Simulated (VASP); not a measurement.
A run of VASP 6.6.1 is set up as follows.

POSCAR

```
AlN
1.0
    2.8581321112      0.0000000000      0.0000000000
   -1.4290660556      2.4752150157      0.0000000000
    0.0000000000      0.0000000000      5.3766772303
Al N
2 2
Direct
    0.3333333333      0.6666666667      0.0016929024
    0.6666666667      0.3333333333      0.5016929024
    0.3333333333      0.6666666667      0.3833070976
    0.6666666667      0.3333333333      0.8833070976
```

Contents of INCAR.step1:

```
SYSTEM = AlN
ALGO = Normal ; EDIFF = 1E-4
ENCUT = 520 ; GGA = PE
ISMEAR = 0 ; LASPH = .TRUE.
LCHARG = .FALSE. ; LREAL = .FALSE.
LWAVE = .TRUE. ; NBANDS = 16
NELM = 60 ; PREC = Accurate
SIGMA = 0.05
```

The input INCAR.step2:

```
SYSTEM = AlN
ALGO = Normal ; EDIFF = 1E-7
ENCUT = 520 ; ISIF = 2
ISMEAR = 0 ; ISTART = 1
LASPH = .TRUE. ; LCHARG = .TRUE.
LELF = .TRUE. ; LMIXTAU = .TRUE.
LREAL = .FALSE. ; LVHAR = .TRUE.
LWAVE = .FALSE. ; METAGGA = R2SCAN
NBANDS = 16 ; NELM = 60
PREC = Accurate ; SIGMA = 0.05
```

Contents of KPOINTS:

```
k-points
0
G
  12 12 6
  0 0 0
```

Potentials or basis: VASP PAW PBE potentials, release 64 (Al, N).

Command:

```console
$ cat potpaw_PBE.64/Al/POTCAR potpaw_PBE.64/N/POTCAR > POTCAR
$ cp INCAR.step1 INCAR
$ mpirun -np 1 vasp_std > vasp.out
$ cp INCAR.step2 INCAR
$ mpirun -np 1 vasp_std > vasp.out
```

Problem. Estimate the band gap on the k mesh.

Solution. 4.64 eV, direct.

Problem. Predict the largest force.

Solution. 1.648 eV/Å.

Problem. What does it give for the pressure?

Solution. 32.1 GPa.

Stress tensor (GPa, compression positive):
```
 59.54   0.00   0.00
  0.00  59.54   0.00
  0.00   0.00 -22.87
```

Caveat: the cell differs from its parent crystal (strain -0.080 along x and y, +0.080 along z); the PAW data sets were made with another functional, which shifts forces and pressure a little. A k mesh can miss the band edges.
